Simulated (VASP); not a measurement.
# CaO (F-43m) in VASP: a series of runs

The runs below take CaO through single point, with PBE, r2SCAN.

All numbers are computed with VASP 6.6.1; they aren't measurements. Logs are shortened: lines on timing, memory, paths and dates and some standing lists are left out, and cuts for length are marked.

## Step 1: The cell of the first run

The structure is cubic, space group F-43m (No. 216). The conventional cell has a = 5.213 Å, b = 5.213 Å, c = 5.213 Å, α = 90.00°, β = 90.00°, γ = 90.00°. Ca (site symmetry -43m) has 4 O at 2.26 Å within 3.0 Å. O (site symmetry -43m) has 4 Ca at 2.26 Å within 3.0 Å.

## Step 2: Single point, PBE

Input file INCAR:

```
SYSTEM = CaO
ALGO = Normal ; EDIFF = 1E-6
ENCUT = 520 ; GGA = PE
ISIF = 2 ; ISMEAR = 0
LASPH = .TRUE. ; LCHARG = .FALSE.
LREAL = .FALSE. ; LWAVE = .FALSE.
NBANDS = 15 ; NELM = 60
PREC = Accurate ; SIGMA = 0.01
```

Input file KPOINTS:

```
k-points
0
G
  6 6 6
  0 0 0
```

Input file POSCAR:

```
CaO
1.0
    0.0000000000      2.6067317366      2.6067317366
    2.6067317366      0.0000000000      2.6067317366
    2.6067317366      2.6067317366      0.0000000000
Ca O
1 1
Direct
    0.0000000000      0.0000000000      0.0000000000
    0.2500000000      0.2500000000      0.2500000000
```

Potentials or basis: VASP PAW PBE potentials, release 64 (Ca_sv, O).

Started as:

```console
> cat potpaw_PBE.64/Ca_sv/POTCAR potpaw_PBE.64/O/POTCAR > POTCAR
> mpirun -np 1 vasp_std > vasp.out
```

OUTCAR:

```text
SYSTEM = CaO
   EDIFF = 1E-6
   ENCUT = 520
   GGA = PE
   ISIF = 2
   ISMEAR = 0
   LASPH = .TRUE.
   LREAL = .FALSE.
   NELM = 60
   PREC = Accurate

 ion  position               nearest neighbor table
   1  0.000  0.000  0.000-   2 2.26   2 2.26   2 2.26   2 2.26
   2  0.250  0.250  0.250-   1 2.26   1 2.26   1 2.26   1 2.26

  LATTYP: Found a face centered cubic cell.
 ALAT       =     5.2134634732

  Lattice vectors:

 A1 = (   0.0000000000,   2.6067317366,   2.6067317366)
 A2 = (   2.6067317366,   0.0000000000,   2.6067317366)
 A3 = (   2.6067317366,   2.6067317366,   0.0000000000)

Analysis of symmetry for initial positions (statically):
=====================================================================
 Subroutine PRICEL returns:
 Original cell was already a primitive cell.

 Routine SETGRP: Setting up the symmetry group for a
 face centered cubic supercell.

 Subroutine GETGRP returns: Found 24 space group operations
 (whereof 24 operations were pure point group operations)
 out of a pool of 48 trial point group operations.

The static configuration has the point symmetry T_d .

Analysis of symmetry for dynamics (positions and initial velocities):
=====================================================================
 Subroutine PRICEL returns:
 Original cell was already a primitive cell.

 Routine SETGRP: Setting up the symmetry group for a
 face centered cubic supercell.

 Subroutine GETGRP returns: Found 24 space group operations
 (whereof 24 operations were pure point group operations)
 out of a pool of 48 trial point group operations.

The dynamic configuration has the point symmetry T_d .

 Subroutine INISYM returns: Found 24 space group operations
 (whereof 24 operations are pure point group operations),
 and found     1 'primitive' translations

----------------------------------------------------------------------------------------

                                     Primitive cell

  volume of cell :      35.4257

  direct lattice vectors                    reciprocal lattice vectors
     0.000000000  2.606731737  2.606731737    -0.191811069  0.191811069  0.191811069
     2.606731737  0.000000000  2.606731737     0.191811069 -0.191811069  0.191811069
     2.606731737  2.606731737  0.000000000     0.191811069  0.191811069 -0.191811069

  length of vectors
     3.686475375  3.686475375  3.686475375     0.332226516  0.332226516  0.332226516

  position of ions in fractional coordinates (direct lattice)
     0.000000000  0.000000000  0.000000000
     0.250000000  0.250000000  0.250000000

  ion indices of the primitive-cell ions
   primitive index   ion index
                 1           1
                 2           2

----------------------------------------------------------------------------------------

 KPOINTS: k-points

Automatic generation of k-mesh.
 Grid dimensions read from file:
 generate k-points for:    6    6    6

 Generating k-lattice:

  Cartesian coordinates                     Fractional coordinates (reciprocal lattice)
    -0.031968511  0.031968511  0.031968511     0.166666667  0.000000000  0.000000000
     0.031968511 -0.031968511  0.031968511     0.000000000  0.166666667  0.000000000
     0.031968511  0.031968511 -0.031968511     0.000000000  0.000000000  0.166666667

  Length of vectors
     0.055371086  0.055371086  0.055371086

  Shift w.r.t. Gamma in fractional coordinates (k-lattice)
     0.000000000  0.000000000  0.000000000

 Subroutine IBZKPT returns following result:
 ===========================================

 Found     16 irreducible k-points:

 Following reciprocal coordinates:
            Coordinates               Weight
  0.000000  0.000000  0.000000      1.000000
  0.166667  0.000000  0.000000      8.000000
  0.333333  0.000000  0.000000      8.000000
  0.500000  0.000000  0.000000      4.000000
  0.166667  0.166667  0.000000      6.000000
  0.333333  0.166667  0.000000     24.000000
[... 8 lines left out ...]
 -0.333333  0.333333  0.166667     24.000000
 -0.333333  0.500000  0.166667     12.000000
   k-points           NKPTS =     16   k-points in BZ     NKDIM =     16   number of bands    NBANDS=     15
   number of dos      NEDOS =    301   number of ions     NIONS =      2
   total plane-waves  NPLWV =  21952
   dimension x,y,z NGX =    28 NGY =   28 NGZ =   28
   dimension x,y,z NGXF=    56 NGYF=   56 NGZF=   56
   ions per type =               1   1
   NGX,Y,Z   is equivalent  to a cutoff of  12.63, 12.63, 12.63 a.u.
   NGXF,Y,Z  is equivalent  to a cutoff of  25.25, 25.25, 25.25 a.u.
 SYSTEM =  CaO
   PREC   = accura    normal or accurate (medium, high low for compatibility)
   ISTART =      0    job   : 0-new  1-cont  2-samecut
   ICHARG =      2    charge: 1-file 2-atom 10-const
   ISPIN  =      1    spin polarized calculation?
   LNONCOLLINEAR =      F non collinear calculations
   LSORBIT =      F    spin-orbit coupling
   LASPH  =      T    aspherical Exc in radial PAW
   ENCUT  =  520.0 eV  38.22 Ry    6.18 a.u.   6.85  6.85  6.85*2*pi/ulx,y,z
   NELM   =     60;   NELMIN=  2; NELMDL= -5     # of ELM steps
   EDIFF  = 0.1E-05   stopping-criterion for ELM
   LREAL  =      F    real-space projection
   EDIFFG = 0.1E-04   stopping-criterion for IOM
   NSW    =      0    number of steps for IOM
   IBRION =     -1    ionic relax: 0-MD 1-quasi-New 2-CG
   NFREE  =      0    steps in history (QN), initial steepest desc. (CG)
   ISIF   =      2    stress and relaxation
   ISYM   =      2    0-nonsym 1-usesym 2-fastsym
   POTIM  = 0.5000    time-step for ionic-motion
   TEBEG  =    0.0;   TEEND  =   0.0 temperature during run
   PSTRESS=    0.0 pullay stress
   NELECT =      16.0000    total number of electrons
   NUPDOWN=      -1.0000    fix difference up-down
   EMIN   =  10.00;   EMAX   =-10.00  energy-range for DOS
   EFERMI =   0.00;   METHOD = LEGACY
   ISMEAR =     0;   SIGMA  =   0.01  broadening in eV -4-tet -1-fermi 0-gaus
   EFERMI_NEDOS =   21; number of points for ismear=-14 and -15
   IALGO  =     38    algorithm
   IMIX   =      4    mixing-type and parameters
     AMIX     =   0.40;   BMIX     =  1.00
     AMIX_MAG =   1.60;   BMIX_MAG =  1.00
  volume/ion in A,a.u.               =      17.71       119.53
  Fermi-wavevector in a.u.,A,eV,Ry     =   1.256055  2.373599 21.465543  1.577673
  Thomas-Fermi vector in A             =   2.389781
   LORBIT       =      0    0 simple, 1 ext, 2 COOP (PROOUT), +10 PAW based schemes
   GGA     = PE    functional components
   LHFCALC =     F    Hartree Fock is set to
   AEXX    =    0.0000 exact exchange contribution
   IVDW    =     0    specifies the selected vdW correction
   LEPSILON=     F    determine dielectric tensor
   LRPA    =     F    only Hartree local field effects (RPA)
 non-spin polarized calculation
 Gauss-broadening in eV      SIGMA  =   0.01
  energy-cutoff  :      520.00
  volume of cell :       35.43
 maximum number of plane-waves:       962
   NGX = 13   NGY = 13   NGZ = 13

 number of electron      15.9999998 magnetization

 Free energy of the ion-electron system (eV)
  ---------------------------------------------------
  ext. energy  EPLUGINS =         0.00000000
  ---------------------------------------------------
  free energy    TOTEN  =       -12.43864059 eV

  energy without entropy =      -12.43864059  energy(sigma->0) =      -12.43864059

 E-fermi :   0.6706     XC(G=0):  -9.0422

 val. band max:        0.4805046367   @ k =  -0.3333   0.5000   0.1667
 cond. band min:       3.8064564700   @ k =   0.0000   0.0000   0.0000
 fundamental gap:      3.3259518332
 Fermi energy:         0.6706343582

 k-point     1 :       0.0000    0.0000    0.0000
  band No.  band energies     occupation
      1     -36.6687      2.00000
      2     -17.6086      2.00000
      3     -17.6086      2.00000
      4     -17.6086      2.00000
      5     -14.3122      2.00000
      6      -0.1444      2.00000
      7      -0.1444      2.00000
      8      -0.1444      2.00000
      9       3.8065      0.00000
     10       8.4529      0.00000
     11       8.4529      0.00000
     12      10.0844      0.00000
     13      10.0844      0.00000
     14      10.0844      0.00000
     15      17.0376      0.00000

 k-point     2 :       0.1667    0.0000    0.0000
  band No.  band energies     occupation
      1     -36.6574      2.00000
      2     -17.8098      2.00000
      3     -17.6221      2.00000
      4     -17.6221      2.00000
      5     -14.1154      2.00000
      6      -0.4027      2.00000
      7      -0.0712      2.00000
      8      -0.0712      2.00000
      9       4.7054      0.00000
     10       8.2024      0.00000
     11       8.2024      0.00000
     12       9.7111      0.00000
     13      10.2923      0.00000
     14      10.2923      0.00000
     15      14.6577      0.00000

 k-point     3 :       0.3333    0.0000    0.0000
  band No.  band energies     occupation
      1     -36.6348      2.00000
      2     -18.1531      2.00000
      3     -17.6488      2.00000
      4     -17.6488      2.00000
      5     -13.7941      2.00000
      6      -0.5596      2.00000
      7       0.0594      2.00000
      8       0.0594      2.00000
      9       6.1233      0.00000
     10       8.1487      0.00000
     11       8.1487      0.00000
     12       9.1083      0.00000
     13      10.1842      0.00000
     14      10.1842      0.00000
     15      12.5896      0.00000
[... 199 lines left out ...]
 k-point    15 :      -0.3333    0.3333    0.1667
  band No.  band energies     occupation
      1     -36.6122      2.00000
      2     -18.2926      2.00000
      3     -17.8178      2.00000
      4     -17.7165      2.00000
      5     -13.4950      2.00000
      6      -0.3302      2.00000
      7      -0.1069      2.00000
      8       0.3710      2.00000
      9       5.7043      0.00000
     10       7.1383      0.00000
     11       8.6960      0.00000
     12       9.9183      0.00000
     13      10.2420      0.00000
     14      11.8183      0.00000
     15      13.0210      0.00000

 k-point    16 :      -0.3333    0.5000    0.1667
  band No.  band energies     occupation
      1     -36.6085      2.00000
      2     -18.3275      2.00000
      3     -17.8053      2.00000
      4     -17.7498      2.00000
      5     -13.4508      2.00000
      6      -0.6058      2.00000
      7       0.1517      2.00000
      8       0.4805      2.00000
      9       5.4354      0.00000
     10       6.9693      0.00000
     11       9.0867      0.00000
     12       9.7331      0.00000
     13      10.3512      0.00000
     14      12.8306      0.00000
     15      13.8203      0.00000

------------------------ aborting loop because EDIFF is reached ----------------------------------------

  FORCE on cell =-STRESS in cart. coord.  units (eV):
  Direction    XX          YY          ZZ          XY          YZ          ZX
  --------------------------------------------------------------------------------------
  -------------------------------------------------------------------------------------
  Total        0.4101848      0.4101848      0.4101848      0.0000000      0.0000000      0.0000000
  in kB       18.5511646     18.5511646     18.5511646      0.0000000      0.0000000      0.0000000
  external PRESSURE =      18.5511646 kB  Pullay stress =       0.0000000 kB

 VOLUME and BASIS-vectors are now :
 -----------------------------------------------------------------------------
  energy-cutoff  :      520.00
  volume of cell :       35.43
      direct lattice vectors                 reciprocal lattice vectors
     0.000000000  2.606731737  2.606731737    -0.191811069  0.191811069  0.191811069
     2.606731737  0.000000000  2.606731737     0.191811069 -0.191811069  0.191811069
     2.606731737  2.606731737  0.000000000     0.191811069  0.191811069 -0.191811069

 POSITION                                       TOTAL-FORCE (eV/Angst)
 -----------------------------------------------------------------------------------
      0.00000      0.00000      0.00000        -0.000000     -0.000000     -0.000000
      1.30337      1.30337      1.30337         0.000000      0.000000      0.000000
 -----------------------------------------------------------------------------------
    total drift:                               -0.000000     -0.000000     -0.000000

  FREE ENERGIE OF THE ION-ELECTRON SYSTEM (eV)
  ---------------------------------------------------
  free  energy   TOTEN  =       -12.4386405856 eV

  energy  without entropy=      -12.4386405856  energy(sigma->0) =      -12.43864059
```

Wall time 5.5 s (1 thread of Intel Xeon 6975P-C (Granite Rapids), shared host); peak memory 0.15 GiB.

Results:

* Free energy: -12.4386 eV
* Pressure: 1.9 GPa
* Band gap on the k mesh: 3.33 eV, indirect (least direct gap 3.95 eV)

A k mesh can miss the band edges.

[end of part 1 of 2]
